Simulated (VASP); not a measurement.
Wanted: the native input for a VASP 6.6.1 run.

| Item | Value |
| --- | --- |
| Task | single point |
| Functional | PBE |
| Potentials or basis | VASP PAW PBE potentials, release 64 (Cu, F) |
| Cutoff | 520 eV |
| k mesh | 5 × 5 × 1 |
| Occupations | gaussian, width 0.1 eV |
| Spin | no spin polarisation |
| Dipole correction | yes |
| Further INCAR settings | ALGO = Normal; EDIFF = 1e-06; NBANDS = 82 |

The structure of Cu12F lies in POSCAR:

```
Cu12F
1.0
    5.1319544646      0.0000000000      0.0000000000
    0.0000000000      5.1319544646      0.0000000000
    0.0000000000      0.0000000000     19.0279312465
Cu F
12 1
Direct
    0.2500000000      0.2500000000      0.2102172826
    0.2500000000      0.7500000000      0.2102172826
    0.7500000000      0.2500000000      0.2102172826
    0.7500000000      0.7500000000      0.2102172826
    0.0000000000      0.0000000000      0.3029241241
    0.0000000000      0.5000000000      0.3029241241
    0.5000000000      0.0000000000      0.3029241241
    0.5000000000      0.5000000000      0.3029241241
    0.2500000000      0.2500000000      0.3956253125
    0.2500000000      0.7500000000      0.3956253125
    0.7500000000      0.2500000000      0.3956253125
    0.7500000000      0.7500000000      0.3956253125
    0.4166666667      0.5000000000      0.4682526122
```

These files were run (other wordings do the same):

INCAR

```
ALGO = Normal ; DIPOL = 0.5 0.5 0.316
EDIFF = 1E-6 ; ENCUT = 520
GGA = PE ; IDIPOL = 3
ISIF = 2 ; ISMEAR = 0
LASPH = True ; LCHARG = True
LDIPOL = True ; LELF = True
LREAL = False ; LVACPOTAV = True
LVHAR = True ; LWAVE = False
NBANDS = 82 ; NELM = 60
PREC = Accurate ; SIGMA = 0.1
```

KPOINTS

```
k-points
0
Gamma
  5 5 1
```

Potentials or basis: VASP PAW PBE potentials, release 64 (Cu, F).

The run is started by

```console
$ cat potpaw_PBE.64/Cu/POTCAR potpaw_PBE.64/F/POTCAR > POTCAR
$ mpirun -np 1 vasp_std > vasp.out
```

Results of the run:

| Quantity | Value |
| --- | --- |
| Largest force | 0.382 eV/Å |
| Band gap on the k mesh | zero (an odd number of electrons rules out a gap without spin polarisation) |

Run time: 15 min on 1 thread of Intel(R) Xeon(R) Platinum 8488C (Sapphire Rapids), with other jobs on the host, peak memory 0.63 GiB.
